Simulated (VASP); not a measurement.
# LiF (I4/mmm) in VASP: a series of runs

LiF is run at these levels: r2SCAN; tasks: single point.

Program: VASP 6.6.1. These are calculated values, not measurements. Logs are shortened: lines on timing, memory, paths and dates and some standing lists are left out, and cuts for length are marked.

## (1) The cell of the first run

It takes space group I4/mmm (No. 139, tetragonal). The conventional cell has a = 2.887 Å, b = 2.887 Å, c = 3.920 Å, α = 90.00°, β = 90.00°, γ = 90.00°. Within 2.6 Å of Li (site symmetry 4/mmm) lie 6 F at 1.96 to 2.04 Å. Within 2.6 Å of F (site symmetry 4/mmm) lie 6 Li at 1.96 to 2.04 Å.

## (2) Single point, r2SCAN

Contents of POSCAR:

```
LiF
1.0
    0.0000000000      2.0415924698      1.9599287711
    2.0415924698      0.0000000000      1.9599287711
    2.0415924698      2.0415924698      0.0000000000
Li F
1 1
Direct
    0.0000000000      0.0000000000      0.0000000000
    0.5000000000      0.5000000000      0.5000000000
```

Contents of INCAR.step1:

```
SYSTEM = LiF
PREC = Accurate ; ENCUT = 520
ISMEAR = 0 ; SIGMA = 0.05
LREAL = .False. ; LASPH = .True.
NELM = 60 ; NBANDS = 12
GGA = PE ; ALGO = Normal
EDIFF = 1E-4 ; LWAVE = .True.
LCHARG = .False.
```

Contents of INCAR.step2:

```
SYSTEM = LiF
PREC = Accurate ; ENCUT = 520
EDIFF = 1E-6 ; ISMEAR = 0
SIGMA = 0.05 ; LREAL = .False.
LASPH = .True. ; NELM = 60
ALGO = Normal ; ISIF = 2
LWAVE = .False. ; LCHARG = .False.
METAGGA = R2SCAN ; LMIXTAU = .True.
NBANDS = 12 ; ISTART = 1
```

Contents of KPOINTS:

```
regular mesh
0
Gamma
  12 12 12
  0 0 0
```

Potentials or basis: VASP PAW PBE potentials, release 64 (Li_sv, F).

Command:

```
cat potpaw_PBE.64/Li_sv/POTCAR potpaw_PBE.64/F/POTCAR > POTCAR
cp INCAR.step1 INCAR
mpirun -np 1 vasp_std > vasp.out
cp INCAR.step2 INCAR
mpirun -np 1 vasp_std > vasp.out
```

OUTCAR:

```text
SYSTEM = LiF
   PREC = Accurate
   ENCUT = 520
   EDIFF = 1E-6
   ISMEAR = 0
   LREAL = .False.
   LASPH = .True.
   NELM = 60
   ISIF = 2
   METAGGA = R2SCAN
   ISTART = 1

 ion  position               nearest neighbor table
   1  0.000  0.000  0.000-   2 1.96   2 1.96   2 2.04   2 2.04   2 2.04   2 2.04
   2  0.500  0.500  0.500-   1 1.96   1 1.96   1 2.04   1 2.04   1 2.04   1 2.04

  LATTYP: Found a body centered tetragonal cell.
 ALAT       =     2.8872477596
 C/A-ratio  =     1.3576450199

  Lattice vectors:

 A1 = (   0.0000000000,  -2.0415924698,  -1.9599287711)
 A2 = (   0.0000000000,   2.0415924698,  -1.9599287711)
 A3 = (   2.0415924698,   0.0000000000,   1.9599287711)

Analysis of symmetry for initial positions (statically):
=====================================================================
 Subroutine PRICEL returns:
 Original cell was already a primitive cell.

 Routine SETGRP: Setting up the symmetry group for a
 body centered tetragonal supercell.

 Subroutine GETGRP returns: Found 16 space group operations
 (whereof 16 operations were pure point group operations)
 out of a pool of 16 trial point group operations.

The static configuration has the point symmetry D_4h.

Analysis of symmetry for dynamics (positions and initial velocities):
=====================================================================
 Subroutine PRICEL returns:
 Original cell was already a primitive cell.

 Routine SETGRP: Setting up the symmetry group for a
 body centered tetragonal supercell.

 Subroutine GETGRP returns: Found 16 space group operations
 (whereof 16 operations were pure point group operations)
 out of a pool of 16 trial point group operations.

The dynamic configuration has the point symmetry D_4h.

 Subroutine INISYM returns: Found 16 space group operations
 (whereof 16 operations are pure point group operations),
 and found     1 'primitive' translations

----------------------------------------------------------------------------------------

                                     Primitive cell

  volume of cell :      16.3384

  direct lattice vectors                    reciprocal lattice vectors
     0.000000000  2.041592470  1.959928771    -0.244906859  0.244906859  0.255111312
     2.041592470  0.000000000  1.959928771     0.244906859 -0.244906859  0.255111312
     2.041592470  2.041592470  0.000000000     0.244906859  0.244906859 -0.255111312

  length of vectors
     2.830091977  2.830091977  2.887247760     0.430163366  0.430163366  0.430163366

  position of ions in fractional coordinates (direct lattice)
     0.000000000  0.000000000  0.000000000
     0.500000000  0.500000000  0.500000000

  ion indices of the primitive-cell ions
   primitive index   ion index
                 1           1
                 2           2

----------------------------------------------------------------------------------------

 KPOINTS: regular mesh

Automatic generation of k-mesh.
 Grid dimensions read from file:
 generate k-points for:   12   12   12

 Generating k-lattice:

  Cartesian coordinates                     Fractional coordinates (reciprocal lattice)
    -0.020408905  0.020408905  0.021259276     0.083333333 -0.000000000  0.000000000
     0.020408905 -0.020408905  0.021259276    -0.000000000  0.083333333  0.000000000
     0.020408905  0.020408905 -0.021259276     0.000000000  0.000000000  0.083333333

  Length of vectors
     0.035846947  0.035846947  0.035846947

  Shift w.r.t. Gamma in fractional coordinates (k-lattice)
     0.000000000  0.000000000  0.000000000

 Subroutine IBZKPT returns following result:
 ===========================================

 Found    163 irreducible k-points:

 Following reciprocal coordinates:
            Coordinates               Weight
  0.000000  0.000000  0.000000      1.000000
  0.083333  0.000000  0.000000      8.000000
  0.166667  0.000000  0.000000      8.000000
  0.250000  0.000000  0.000000      8.000000
  0.333333  0.000000  0.000000      8.000000
  0.416667  0.000000  0.000000      8.000000
[... 16 lines left out ...]
  0.500000  0.166667  0.000000      8.000000
 -0.416667  0.166667  0.000000      8.000000
 [... further k-points ...]
   k-points           NKPTS =    163   k-points in BZ     NKDIM =    163   number of bands    NBANDS=     12
   number of dos      NEDOS =    301   number of ions     NIONS =      2
   total plane-waves  NPLWV =  13824
   dimension x,y,z NGX =    24 NGY =   24 NGZ =   24
   dimension x,y,z NGXF=    48 NGYF=   48 NGZF=   48
   ions per type =               1   1
   NGX,Y,Z   is equivalent  to a cutoff of  14.10, 14.10, 13.82 a.u.
   NGXF,Y,Z  is equivalent  to a cutoff of  28.20, 28.20, 27.64 a.u.
 SYSTEM =  LiF
   PREC   = accura    normal or accurate (medium, high low for compatibility)
   ISTART =      1    job   : 0-new  1-cont  2-samecut
   ICHARG =      0    charge: 1-file 2-atom 10-const
   ISPIN  =      1    spin polarized calculation?
   LNONCOLLINEAR =      F non collinear calculations
   LSORBIT =      F    spin-orbit coupling
   LASPH  =      T    aspherical Exc in radial PAW
   ENCUT  =  520.0 eV  38.22 Ry    6.18 a.u.   5.26  5.26  5.37*2*pi/ulx,y,z
   NELM   =     60;   NELMIN=  2; NELMDL=  0     # of ELM steps
   EDIFF  = 0.1E-05   stopping-criterion for ELM
   LREAL  =      F    real-space projection
   EDIFFG = 0.1E-04   stopping-criterion for IOM
   NSW    =      0    number of steps for IOM
   IBRION =     -1    ionic relax: 0-MD 1-quasi-New 2-CG
   NFREE  =      0    steps in history (QN), initial steepest desc. (CG)
   ISIF   =      2    stress and relaxation
   ISYM   =      2    0-nonsym 1-usesym 2-fastsym
   POTIM  = 0.5000    time-step for ionic-motion
   TEBEG  =    0.0;   TEEND  =   0.0 temperature during run
   PSTRESS=    0.0 pullay stress
   NELECT =      10.0000    total number of electrons
   NUPDOWN=      -1.0000    fix difference up-down
   EMIN   =  10.00;   EMAX   =-10.00  energy-range for DOS
   EFERMI =   0.00;   METHOD = LEGACY
   ISMEAR =     0;   SIGMA  =   0.05  broadening in eV -4-tet -1-fermi 0-gaus
   EFERMI_NEDOS =   21; number of points for ismear=-14 and -15
   IALGO  =     38    algorithm
   IMIX   =      4    mixing-type and parameters
     AMIX     =   0.40;   BMIX     =  1.00
     AMIX_MAG =   1.60;   BMIX_MAG =  1.00
  volume/ion in A,a.u.               =       8.17        55.13
  Fermi-wavevector in a.u.,A,eV,Ry     =   1.389970  2.626662 26.286674  1.932016
  Thomas-Fermi vector in A             =   2.513950
   LORBIT       =      0    0 simple, 1 ext, 2 COOP (PROOUT), +10 PAW based schemes
   METAGGA = R2SCAN    functional components
   LHFCALC =     F    Hartree Fock is set to
   AEXX    =    0.0000 exact exchange contribution
   IVDW    =     0    specifies the selected vdW correction
   LEPSILON=     F    determine dielectric tensor
   LRPA    =     F    only Hartree local field effects (RPA)
 non-spin polarized calculation
 Gauss-broadening in eV      SIGMA  =   0.05
  energy-cutoff  :      520.00
  volume of cell :       16.34
 maximum number of plane-waves:       453
 NGX is ok and might be reduce to    24
   NGX = 11   NGY = 11   NGZ = 11

 number of electron       9.9999989 magnetization

 Free energy of the ion-electron system (eV)
  ---------------------------------------------------
  ext. energy  EPLUGINS =         0.00000000
  ---------------------------------------------------
  free energy    TOTEN  =       -11.89421127 eV

  energy without entropy =      -11.89421127  energy(sigma->0) =      -11.89421127

 E-fermi :  -1.1906     XC(G=0): -10.5421

 val. band max:       -1.6091968267   @ k =   0.0000   0.0000   0.0000
 cond. band min:       8.6132554474   @ k =   0.0000   0.0000   0.0000
 fundamental gap:     10.2224522741
 Fermi energy:        -1.1906480114

 k-point     1 :       0.0000    0.0000    0.0000
  band No.  band energies     occupation
      1     -43.7025      2.00000
      2     -22.7381      2.00000
      3      -1.7163      2.00000
      4      -1.6092      2.00000
      5      -1.6092      2.00000
      6       8.6133      0.00000
      7      23.7536      0.00000
      8      23.7537      0.00000
      9      24.0795      0.00000
     10      24.0864      0.00000
     11      24.0876      0.00000
     12      25.1827      0.00000

 k-point     2 :       0.0833    0.0000    0.0000
  band No.  band energies     occupation
      1     -43.6986      2.00000
      2     -22.7121      2.00000
      3      -1.8568      2.00000
      4      -1.6775      2.00000
      5      -1.6314      2.00000
      6       8.8167      0.00000
      7      21.4974      0.00000
      8      22.7011      0.00000
      9      23.3027      0.00000
     10      24.8927      0.00000
     11      25.0530      0.00000
     12      25.6641      0.00000

 k-point     3 :       0.1667    0.0000    0.0000
  band No.  band energies     occupation
      1     -43.6881      2.00000
      2     -22.6404      2.00000
      3      -2.3529      2.00000
      4      -1.7202      2.00000
      5      -1.6913      2.00000
      6       9.3094      0.00000
      7      19.1979      0.00000
      8      21.3556      0.00000
      9      22.1452      0.00000
     10      25.8778      0.00000
     11      25.9035      0.00000
     12      26.4161      0.00000
[... 286 lines left out ...]
 k-point    23 :       0.5000    0.1667    0.0000
  band No.  band energies     occupation
      1     -43.6403      2.00000
      2     -22.2561      2.00000
      3      -4.0035      2.00000
      4      -2.4285      2.00000
      5      -2.1382      2.00000
      6      11.3718      0.00000
      7      15.8168      0.00000
      8      18.8143      0.00000
      9      19.2647      0.00000
     10      25.9546      0.00000
     11      31.6958      0.00000
     12      32.1275      0.00000

 k-point    24 :      -0.4167    0.1667    0.0000
  band No.  band energies     occupation
      1     -43.6401      2.00000
      2     -22.2501      2.00000
      3      -4.0020      2.00000
      4      -2.5506      2.00000
      5      -2.0587      2.00000
      6      11.2850      0.00000
      7      15.8736      0.00000
      8      18.7237      0.00000
      9      19.3277      0.00000
     10      27.5266      0.00000
     11      30.6205      0.00000
     12      30.9543      0.00000

 [... further k-points ...]

------------------------ aborting loop because EDIFF is reached ----------------------------------------

  FORCE on cell =-STRESS in cart. coord.  units (eV):
  Direction    XX          YY          ZZ          XY          YZ          ZX
  --------------------------------------------------------------------------------------
  -------------------------------------------------------------------------------------
  Total       -0.3960147     -0.3960147     -0.0248389      0.0000000      0.0000000     -0.0000000
  in kB      -38.8341227    -38.8341227     -2.4357580      0.0000000      0.0000000     -0.0000000
  external PRESSURE =     -26.7013345 kB  Pullay stress =       0.0000000 kB

 VOLUME and BASIS-vectors are now :
 -----------------------------------------------------------------------------
  energy-cutoff  :      520.00
  volume of cell :       16.34
      direct lattice vectors                 reciprocal lattice vectors
     0.000000000  2.041592470  1.959928771    -0.244906859  0.244906859  0.255111312
     2.041592470  0.000000000  1.959928771     0.244906859 -0.244906859  0.255111312
     2.041592470  2.041592470  0.000000000     0.244906859  0.244906859 -0.255111312

 POSITION                                       TOTAL-FORCE (eV/Angst)
 -----------------------------------------------------------------------------------
      0.00000      0.00000      0.00000        -0.000000      0.000000      0.000000
      2.04159      2.04159      1.95993         0.000000     -0.000000     -0.000000
 -----------------------------------------------------------------------------------
    total drift:                               -0.000000     -0.000000      0.000000

  FREE ENERGIE OF THE ION-ELECTRON SYSTEM (eV)
  ---------------------------------------------------
  free  energy   TOTEN  =       -11.8942112716 eV

  energy  without entropy=      -11.8942112716  energy(sigma->0) =      -11.89421127
```

Wall time 34 s (1 thread of Intel Xeon 6975P-C (Granite Rapids), shared host); peak memory 0.15 GiB.

Results:

* Free energy: -11.8942 eV
* Band gap on the k mesh: 10.22 eV

Caveat: the cutoff is under 1.25 times the usual one of these potentials, so pressure, stress and relaxed cells hold a basis-set (Pulay) error; the PAW data sets were made with another functional, which shifts forces and pressure a little. A k mesh can miss the band edges.

(Continued in part 2 of 2.)
